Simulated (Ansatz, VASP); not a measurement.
## BaTiO3: VASP beside Ansatz

File POSCAR:

```
BaTiO3
1.0
    2.8368974874      1.6378835280      2.3209936158
   -2.8368974874      1.6378835280      2.3209936158
    0.0000000000     -3.2757670560      2.3209936158
Ba Ti O
1 1 3
Direct
    0.9999656897      0.9999656897      0.9999656897
    0.5077048750      0.5077048750      0.5077048750
    0.3881145404      0.3881145404      1.0655453675
    0.4922539385      0.9865215584      0.4922539385
    0.9865215584      0.4922539385      0.4922539385
```

Contents of INCAR.step1:

```
SYSTEM = BaTiO3
PREC     = Accurate       ! precision mode
ENCUT    = 520            ! plane-wave cutoff, eV
ISMEAR   = 0              ! smearing method
SIGMA    = 0.05           ! smearing width, eV
LREAL    = .False.        ! projectors in reciprocal space
LASPH    = .True.         ! aspherical terms in the spheres
NELM     = 150            ! most SCF steps
LMAXMIX  = 4              ! l up to which the mixer works
LDAU     = .True.         ! DFT+U
LDAUTYPE = 2            
LDAUL    = -1 2 -1        ! shell
LDAUU    = 0 4 0          ! U, eV
LDAUJ    = 0 0 0        
NBANDS   = 28             ! bands
GGA      = PE             ! functional
ALGO     = Normal         ! electronic algorithm
EDIFF    = 1E-4           ! SCF threshold, eV
LWAVE    = .True.         ! write WAVECAR
LCHARG   = .False.        ! write CHGCAR
```

Contents of INCAR.step2:

```
SYSTEM = BaTiO3
PREC     = Accurate       ! precision mode
ENCUT    = 520            ! plane-wave cutoff, eV
EDIFF    = 1E-6           ! SCF threshold, eV
ISMEAR   = 0              ! smearing method
SIGMA    = 0.05           ! smearing width, eV
LREAL    = .False.        ! projectors in reciprocal space
LASPH    = .True.         ! aspherical terms in the spheres
NELM     = 150            ! most SCF steps
ALGO     = Normal         ! electronic algorithm
ISIF     = 2              ! what is computed and relaxed
LWAVE    = .False.        ! write WAVECAR
LCHARG   = .False.        ! write CHGCAR
LMAXMIX  = 4              ! l up to which the mixer works
LDAU     = .True.         ! DFT+U
LDAUTYPE = 2            
LDAUL    = -1 2 -1        ! shell
LDAUU    = 0 4 0          ! U, eV
LDAUJ    = 0 0 0        
LDAUPRINT= 1            
METAGGA  = R2SCAN         ! meta-GGA
LMIXTAU  = .True.       
NBANDS   = 28             ! bands
ISTART   = 1
```

The input KPOINTS:

```
regular mesh
0
Gamma
  6 6 6
  0 0 0
```

Input for Ansatz:

```yaml
crystal:
  lattice:
    - [2.8368974874, 1.637883528, 2.3209936158]
    - [-2.8368974874, 1.637883528, 2.3209936158]
    - [0.0, -3.275767056, 2.3209936158]
  atoms:
    - { symbol: Ba, position: [0.9999656897, 0.9999656897, 0.9999656897] }
    - { symbol: Ti, position: [0.507704875, 0.507704875, 0.507704875] }
    - { symbol: O, position: [0.3881145404, 0.3881145404, 1.0655453675] }
    - { symbol: O, position: [0.4922539385, 0.9865215584, 0.4922539385] }
    - { symbol: O, position: [0.9865215584, 0.4922539385, 0.4922539385] }
basis:
  ecutwfc: 500
kpoints:
  mp_grid: { grid: [6, 6, 6] }
hamiltonian:
  xc: r2scan
  hubbard: { sites: [{ species: Ti, l: d, u_eff: 4.0 }] }
scf:
  occupations: { method: gaussian, width: 0.05 }
output:
  forces: true
  stress: true
  eigenvalues: true
```

Alike in both runs: task single point; functional r2SCAN; k mesh 6 × 6 × 6; occupations gaussian, width 0.05 eV; no spin polarisation; Hubbard terms Ti d U = 4.0 eV.

```csv
,VASP,Ansatz
version,VASP 6.6.1,Ansatz 0.2.0
potentials or method,"VASP PAW PBE potentials, release 64 (Ba_sv, Ti_sv, O), cutoff 520 eV","scalar-relativistic, plane waves, PAW"
valence electrons in the cell,40,40
```

|  | VASP | Ansatz | Ansatz less VASP |
| --- | --- | --- | --- |
| gap on the k mesh at the Fermi level (eV) | 2.64 | 2.65 | +0.011 |
| least direct gap on the mesh (eV) | 3.23 | 3.22 | -0.016 |
| pressure (GPa) | 10.5 | 5.9 | -4.60 |
| traceless stress, the component that is largest in VASP (GPa) | 5.01 | 3.82 | -1.193 |
| rms of the force components (eV/Å) | 1.963 | 1.816 | -0.1465 |

VASP's potentials were made for PBE, not for r2SCAN. The programs project onto different local orbitals, so the same U acts differently, and such runs can settle in different states. Atom by atom the forces differ by 0.293 eV/Å (rms over components).

Spin-orbit coupling is off throughout.
